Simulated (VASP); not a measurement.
Crystal: Pt.

```
CELL_PARAMETERS angstrom
2.70824 0.00000 0.00000
-1.35412 2.34540 0.00000
0.00000 0.00000 2.53051
ATOMIC_POSITIONS crystal
Pt 0.00000 0.00000 0.00000
```

This isn't the form of Pt at room conditions, which is fcc.

- Program: VASP 6.6.1
- Task: relaxation of cell and atoms
- Functional: PBEsol
- Potentials or basis: VASP PAW PBE potentials, release 64 (Pt)
- Cutoff: 600 eV
- k mesh: 24 × 24 × 22
- Occupations: gaussian, width 0.1 eV
- Spin: no spin polarisation

At the start: pressure 1.1 GPa; volume 16.07 Å³/atom.

Where does the relaxation end?

Over 8 steps the energy falls by 75.2 meV/atom and the volume is 16.15 Å³/atom (+0.5 %); space group P6/mmm (No. 191, to 0.1 Å) before and after.

Step by step:
```
step  energy change (eV)  largest force (eV/Å)  pressure (GPa)  volume (Å³)
   1              0.0000                0.0000            1.12        16.07
   2              0.0818                0.0000            9.92        16.19
   3             -0.0752                0.0000           -0.08        16.15
   4             -0.0752                0.0000           -0.11        16.15
   5             -0.0752                0.0000            0.28        16.13
   6             -0.0752                0.0000            0.01        16.14
   7             -0.0752                0.0000            0.00        16.15
   8             -0.0752                0.0000            0.01        16.15
```

Final structure:
```
CELL_PARAMETERS angstrom
2.65332 0.00000 0.00000
-1.32666 2.29784 0.00000
0.00000 0.00000 2.64826
ATOMIC_POSITIONS crystal
Pt 0.00000 0.00000 0.00000
```

Caveat: the PAW data sets were made with another functional, which shifts forces and pressure a little.
